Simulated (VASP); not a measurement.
# CO2 in VASP: a series of runs, part 2 of 2

VASP 6.6.1.

**5. Single point, PBE (21.49 Å³/atom)**

This run uses another cell than the first one, of 21.49 Å³/atom.

File INCAR:

```
SYSTEM = CO2
ALGO = Normal
EDIFF = 1E-7
ENCUT = 520
GGA = PE
ISIF = 2
ISMEAR = 0
LASPH = .TRUE.
LCHARG = .FALSE.
LREAL = .FALSE.
LWAVE = .FALSE.
NBANDS = 44
NELM = 80
PREC = Accurate
SIGMA = 0.05
```

File KPOINTS:

```
k-points
0
G
  4 4 4
  0 0 0
```

File POSCAR:

```
CO2
1.0
    6.3650108843      0.0000000000      0.0000000000
    0.0000000000      6.3650108843      0.0000000000
    0.0000000000      0.0000000000      6.3650108843
C O
4 8
Direct
    0.0000000000      0.0000000000      0.0000000000
    0.5000000000      0.0000000000      0.5000000000
    0.5000000000      0.5000000000      0.0000000000
    0.0000000000      0.5000000000      0.5000000000
    0.1114834447      0.1114834447      0.1114834447
    0.3885165553      0.8885165553      0.6114834447
    0.6114834447      0.3885165553      0.8885165553
    0.8885165553      0.6114834447      0.3885165553
    0.8885165553      0.8885165553      0.8885165553
    0.6114834447      0.1114834447      0.3885165553
    0.3885165553      0.6114834447      0.1114834447
    0.1114834447      0.3885165553      0.6114834447
```

Run with:

```bash
$ cat potpaw_PBE.64/C/POTCAR potpaw_PBE.64/O/POTCAR > POTCAR
$ mpirun -np 1 vasp_std > vasp.out
```

Wall time 67 s (1 thread of AMD EPYC 9R45 (Zen 5), shared host); peak memory 0.33 GiB.

It converged, with:

- Free energy: -91.2414 eV
- Pressure: -9.5 GPa
- Largest force: 4.493 eV/Å
- Band gap on the k mesh: 6.16 eV

Forces on the atoms (eV/Å):
```
C    0.000  0.000  0.000
C    0.000  0.000  0.000
C    0.000  0.000  0.000
C    0.000  0.000  0.000
O   -2.594 -2.594 -2.594
O    2.594  2.594 -2.594
O   -2.594  2.594  2.594
O    2.594 -2.594  2.594
O    2.594  2.594  2.594
O   -2.594 -2.594  2.594
O    2.594 -2.594 -2.594
O   -2.594  2.594 -2.594
```

Levels at points of the mesh, in eV from the valence-band top:
| k point | band 29 | band 30 | band 31 | band 32 | band 33 | band 34 | band 35 | band 36 |
| --- | --- | --- | --- | --- | --- | --- | --- | --- |
| (0.00, 0.00, 0.00) | -0.08 | -0.08 | 0.00 | 0.00 | 6.16 | 7.30 | 7.30 | 7.30 |
| (0.50, 0.00, 0.00) | -0.13 | -0.13 | -0.04 | -0.04 | 7.28 | 7.28 | 7.29 | 7.29 |
| (0.50, 0.50, 0.00) | -0.12 | -0.12 | -0.12 | -0.12 | 7.27 | 7.27 | 7.27 | 7.27 |
| (0.50, 0.50, 0.50) | -0.13 | -0.13 | -0.13 | -0.13 | 7.27 | 7.27 | 7.27 | 7.27 |

Caveat: the cell stands under tension; this functional lacks dispersion, which holds the molecules together, so the pressure and a relaxed volume are unreliable; forces of over 1 eV/Å act on the atoms, so gaps and moduli don't describe the material at rest. A k mesh can miss the band edges.

**6. Single point, PBE (15.56 Å³/atom)**

This run uses another cell than the first one, of 15.56 Å³/atom.

File INCAR:

```
ALGO = Normal
EDIFF = 1E-6
ENCUT = 520
GGA = PE
ISIF = 2
ISMEAR = 0
LASPH = T
LCHARG = T
LELF = T
LREAL = F
LVHAR = T
LWAVE = F
NBANDS = 44
NELM = 100
PREC = Accurate
SIGMA = 0.05
```

File KPOINTS:

```
k-points
0
Gamma
  4 4 4
```

POSCAR, as its differences from that of step 5:

```diff
@@ -2,5 +2,5 @@
 1.0
-    6.3650108843      0.0000000000      0.0000000000
-    0.0000000000      6.3650108843      0.0000000000
-    0.0000000000      0.0000000000      6.3650108843
+    5.7618239148      0.0000000000      0.0000000000
+    0.0000000000      5.7618239148      0.0000000000
+    0.0000000000      0.0000000000      5.6246925056
 C O
```

Potentials or basis: VASP PAW PBE potentials, release 64 (C, O).

Run with:

```bash
$ cat potpaw_PBE.64/C/POTCAR potpaw_PBE.64/O/POTCAR > POTCAR
$ mpirun -np 1 vasp_std > vasp.out
```

Wall time 1.8 min (1 thread of AMD EPYC 9R45 (Zen 5), shared host); peak memory 0.34 GiB.

The run converged. Its results:

| Property | Result |
| --- | --- |
| Free energy | -89.7411 eV |
| Pressure | 24.0 GPa |
| Largest force | 9.411 eV/Å |
| Band gap on the k mesh | 7.22 eV |

Forces on the atoms (eV/Å):
```
C    0.000  0.000  0.000
C    0.000  0.000  0.000
C    0.000  0.000  0.000
C    0.000  0.000  0.000
O    5.477  5.471  5.351
O   -5.477 -5.471  5.351
O    5.477 -5.471 -5.351
O   -5.477  5.471 -5.351
O   -5.477 -5.471 -5.351
O    5.477  5.471 -5.351
O   -5.477  5.471  5.351
O    5.477 -5.471  5.351
```

Stress tensor (GPa, compression positive):
```
24.30  0.00  0.00
 0.00 24.30  0.00
 0.00  0.00 23.32
```

Levels at points of the mesh, in eV from the valence-band top:
```csv
k point,band 29,band 30,band 31,band 32,band 33,band 34,band 35,band 36
"(0.00, 0.00, 0.00)",-0.17,-0.17,-0.04,0.00,7.22,9.31,9.33,9.37
"(0.50, 0.00, 0.00)",-0.25,-0.25,-0.08,-0.08,8.59,8.59,9.16,9.16
"(0.00, 0.50, 0.00)",-0.25,-0.25,-0.08,-0.08,8.59,8.59,9.20,9.20
"(0.50, 0.50, 0.00)",-0.24,-0.24,-0.24,-0.24,9.07,9.07,9.07,9.07
"(0.00, 0.00, 0.50)",-0.25,-0.25,-0.09,-0.09,8.66,8.66,9.19,9.19
"(0.50, 0.00, 0.50)",-0.24,-0.24,-0.24,-0.24,9.08,9.08,9.08,9.08
"(0.00, 0.50, 0.50)",-0.23,-0.23,-0.23,-0.23,9.08,9.08,9.08,9.08
"(0.50, 0.50, 0.50)",-0.25,-0.25,-0.25,-0.25,9.28,9.28,9.28,9.28
```

Caveat: the cell stands under pressure; this functional lacks dispersion, which holds the molecules together, so the pressure and a relaxed volume are unreliable; forces of over 1 eV/Å act on the atoms, so gaps and moduli don't describe the material at rest. A k mesh can miss the band edges.

**7. Summary**

| cell | gap on the mesh (eV) | pressure (GPa) | largest force (eV/Å) |
| --- | --- | --- | --- |
| a = 6.041, b = 6.041, c = 5.897 Å, 12 atoms | 6.71 | 4.5 | 2.02 |
| a = 6.246 Å, 12 atoms | 6.33 | -6.1 | 2.76 |
| a = 6.306 Å, 12 atoms | 6.24 | -7.9 | 3.67 |
| a = 6.365 Å, 12 atoms | 6.16 | -9.5 | 4.49 |
| a = 5.762, b = 5.762, c = 5.625 Å, 12 atoms | 7.22 | 24.0 | 9.41 |

Alike in all rows: task single point; level PBE; potentials or basis VASP PAW PBE potentials, release 64 (C, O); no spin polarisation; k mesh 4 × 4 × 4; cutoff (eV) 520; smearing gaussian 0.05 eV.

Caveats: this functional lacks dispersion, which holds the molecules together, so the pressure and a relaxed volume are unreliable; forces of over 1 eV/Å act on the atoms, so gaps and moduli don't describe the material at rest; the cell stands under tension (at least some runs); the cell stands under pressure (at least some runs).

Total energies depend on the potentials used, so only differences within one code and one set of settings carry meaning.
